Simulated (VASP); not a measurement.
Set up this calculation in VASP 6.6.1, as the native input.

| Item | Value |
| --- | --- |
| Task | single point |
| Functional | LDA |
| Potentials or basis | VASP PAW LDA potentials, release 64 (Zn, O) |
| Cutoff | 520 eV |
| k mesh | 12 × 12 × 12 |
| Occupations | gaussian, width 0.05 eV |
| Spin | no spin polarisation |
| Dipole correction | no |
| Further INCAR settings | ALGO = Normal; EDIFF = 1e-07; NBANDS = 16 |

The structure of ZnO lies in POSCAR:

```
ZnO
1.0
    0.0000000000      2.2236780500      2.2779141000
    2.2236780500      0.0000000000      2.2779141000
    2.2236780500      2.2236780500      0.0000000000
Zn O
1 1
Direct
    0.0000000000      0.0000000000      0.0000000000
    0.5000000000      0.5000000000      0.5000000000
```

This cell differs from its parent crystal: strain +0.025 along x and y, +0.050 along z.

The input as run:

INCAR

```
PREC = Accurate
ENCUT = 520
EDIFF = 1E-7
ISMEAR = 0
SIGMA = 0.05
LREAL = False
LASPH = True
NELM = 80
ALGO = Normal
ISIF = 2
LWAVE = False
LCHARG = False
NBANDS = 16
```

KPOINTS

```
Automatic mesh
0
Gamma
  12 12 12
```

Potentials or basis: VASP PAW LDA potentials, release 64 (Zn, O).

The run is started by

```bash
$ cat potpaw_LDA.64/Zn/POTCAR potpaw_LDA.64/O/POTCAR > POTCAR
$ mpirun -np 1 vasp_std > vasp.out
```

Results of the run:

```
Pressure               : -24.6 GPa
Band gap on the k mesh : 0.22 eV (least direct gap 1.10 eV)
```

Caveat: the cell differs from its parent crystal (strain +0.025 along x and y, +0.050 along z); the cell stands under tension.

Wall time 56 s on 1 thread of Intel Xeon 8259CL, with other jobs on the host, peak memory 0.17 GiB.
